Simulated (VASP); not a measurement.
A run of VASP 6.6.1 is set up as follows.

INCAR

```
SYSTEM = Ti5Si
PREC = Accurate
ENCUT = 520
EDIFF = 1E-6
ISMEAR = 0
SIGMA = 0.1
LREAL = .False.
LASPH = .True.
NELM = 100
ALGO = Fast
ISIF = 2
LWAVE = .False.
LCHARG = .True.
GGA = PE
LELF = .True.
LVHAR = .True.
NBANDS = 41
```

File KPOINTS:

```
regular mesh
0
Gamma
  12 12 12
  0 0 0
```

File POSCAR:

```
Ti5Si
1.0
    2.5242456710      1.4573739176      4.4383588940
   -2.5242456710      1.4573739176      4.4383588940
    0.0000000000     -2.9147478353      4.4383588940
Ti Si
5 1
Direct
    0.1513621523      0.1513621523      0.1513621523
    0.6045557559      0.3954442441      0.0000000000
    0.0000000000      0.6045557559      0.3954442441
    0.8486378477      0.8486378477      0.8486378477
    0.3954442441      0.0000000000      0.6045557559
    0.5000000000      0.5000000000      0.5000000000
```

Potentials or basis: VASP PAW PBE potentials, release 64 (Ti_sv, Si).

The run is started by

```bash
$ cat potpaw_PBE.64/Ti_sv/POTCAR potpaw_PBE.64/Si/POTCAR > POTCAR
$ mpirun -np 1 vasp_std > vasp.out
```

(1) Estimate the band gap on the k mesh.

(2) Predict the pressure.

Results:

(1) zero (band 32 reaches 9.14 eV, above the bottom of band 33 at 8.55 eV).

(2) -0.1 GPa.
